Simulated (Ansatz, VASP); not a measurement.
**NiO: VASP beside Ansatz**

Contents of INCAR:

```
SYSTEM = NiO
ALGO = Normal
EDIFF = 1E-6
EDIFFG = -0.01
ENCUT = 600
GGA = PE
IBRION = 2
ISIF = 3
ISMEAR = 0
ISPIN = 2
IVDW = 13
LASPH = .TRUE.
LCHARG = .FALSE.
LDAU = .TRUE.
LDAUJ = 0 0
LDAUL = 2 -1
LDAUPRINT = 1
LDAUTYPE = 2
LDAUU = 8 0
LMAXMIX = 4
LORBIT = 11
LREAL = .FALSE.
LWAVE = .FALSE.
MAGMOM = 1.94 0.17
NELM = 150
NSW = 60
PREC = Accurate
SIGMA = 0.02
```

File KPOINTS:

```
k-points
0
G
  11 11 11
  0 0 0
```

Contents of POSCAR:

```
NiO
1.0
    0.0000000000      2.0859016414      2.0859016414
    2.0859016414      0.0000000000      2.0859016414
    2.0859016414      2.0859016414      0.0000000000
Ni O
1 1
Direct
    0.0000000000      0.0000000000      0.0000000000
    0.5000000000      0.5000000000      0.5000000000
```

input.yaml

```yaml
crystal:
  lattice:
    - [0.0, 2.0859016414, 2.0859016414]
    - [2.0859016414, 0.0, 2.0859016414]
    - [2.0859016414, 2.0859016414, 0.0]
  atoms:
    - { symbol: Ni, position: [0.0, 0.0, 0.0] }
    - { symbol: O, position: [0.5, 0.5, 0.5] }
hamiltonian:
  xc: pbe
  pseudopotentials: { kind: paw }
  dispersion: d4
  hubbard: { sites: [{ species: Ni, l: d, u_eff: 8.0 }], projectors: atomic }
magnetization:
  spin_polarized: true
kpoints:
  mp_grid: { grid: [11, 11, 11] }
scf:
  occupations: { method: gaussian, width: 0.02 }
output:
  forces: true
  stress: true
  write_density: true
  write_potential: true
  elf: true
  volumetric_format: npy
relax:
  f_tol: 0.01
  max_steps: 40
  cell: { stress_tol: 0.05 }
```

Alike in both runs: task relaxation of cell and atoms; functional PBE; dispersion D4; k mesh 11 × 11 × 11; occupations gaussian, width 0.02 eV; collinear spin; Hubbard terms Ni d U = 8.0 eV.

|  | VASP | Ansatz |
| --- | --- | --- |
| version | VASP 6.6.1 | Ansatz 0.2.0 |
| potentials or method | VASP PAW PBE potentials, release 64 (Ni, O) | Ansatz PAW |
| plane-wave cutoff (eV) | 600 | 420 |
| valence electrons in the cell | 16 | 24 |

Ansatz gave:

```
gap on the k mesh at the Fermi level, each at its own relaxed structure (eV) : 1.82
net moment per atom (μB)                                                     : 1.00
size of the moment on the site where the two differ most (μB)                : 1.77
relaxed volume (Å³/atom)                                                     : 9.71
relaxed cell length with the largest relative difference (Å)                 : 3.017
```

Question: What did VASP give for the same quantities?

Answer: gap on the k mesh at the Fermi level, each at its own relaxed structure (eV): 3.24; net moment per atom (μB): 1.00; size of the moment on the site where the two differ most (μB): 1.88; relaxed volume (Å³/atom): 8.90; relaxed cell length with the largest relative difference (Å): 2.931.

Site moments also hang on the region over which each program counts them. The programs project onto different local orbitals, so the same U acts differently, and such runs can settle in different states. VASP's potentials hold 16 valence electrons a cell and Ansatz's 24, so a difference there can come from the potentials and not from the codes.

Noted on Ansatz's run: the magnetic or orbital state may not be the lowest; odd divisions of the mesh miss points on the zone boundary, where band edges often lie, so the gap on the mesh can be too wide; the plane-wave basis is chosen anew once the cell has moved, so the energies of steps on either side of that aren't comparable.
